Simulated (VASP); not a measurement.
Here is a VASP 6.6.1 calculation.

Contents of INCAR:

```
PREC = Accurate ; ENCUT = 520
EDIFF = 1E-6 ; ISMEAR = 0
SIGMA = 0.05 ; LREAL = F
LASPH = T ; NELM = 150
ALGO = Normal ; ISIF = 2
LWAVE = F ; LCHARG = F
ISPIN = 2 ; MAGMOM = 7.73 0 0 0
LORBIT = 11 ; LMAXMIX = 6
LDAU = T ; LDAUTYPE = 2
LDAUL = 3 -1 ; LDAUU = 6 0
LDAUJ = 0 0 ; LDAUPRINT = 1
GGA = PE ; NBANDS = 42
```

The input KPOINTS:

```
regular mesh
0
Gamma
  8 8 8
```

File POSCAR:

```
GdRu3
1.0
    4.0683811762      0.0000000000      0.0000000000
    0.0000000000      4.0683811762      0.0000000000
    0.0000000000      0.0000000000      4.0683811762
Gd Ru
1 3
Direct
    0.0000000000      0.0000000000      0.0000000000
    0.0000000000      0.5000000000      0.5000000000
    0.5000000000      0.5000000000      0.0000000000
    0.5000000000      0.0000000000      0.5000000000
```

Potentials or basis: VASP PAW PBE potentials, release 64 (Gd, Ru_pv).

Run with:

```console
$ cat potpaw_PBE.64/Gd/POTCAR potpaw_PBE.64/Ru_pv/POTCAR > POTCAR
$ mpirun -np 1 vasp_std > vasp.out
```

Predict the net moment.

6.12 μB per cell.

Predict the site moments.

Gd +6.89; Ru -0.34 μB.

Predict the pressure.

0.1 GPa.

Eigenvalues of the final occupation matrices:
```csv
site,spin,trace,eigenvalues
site 1 f,1,6.93,0.99 0.99 0.99 0.99 0.99 0.99 0.99
site 1 f,2,0.06,0.01 0.01 0.01 0.01 0.01 0.01 0.01
```

Caveat: spin-orbit coupling is left out, which moves the levels of the heavy elements. The state reached can hang on the start; a lower one may exist.
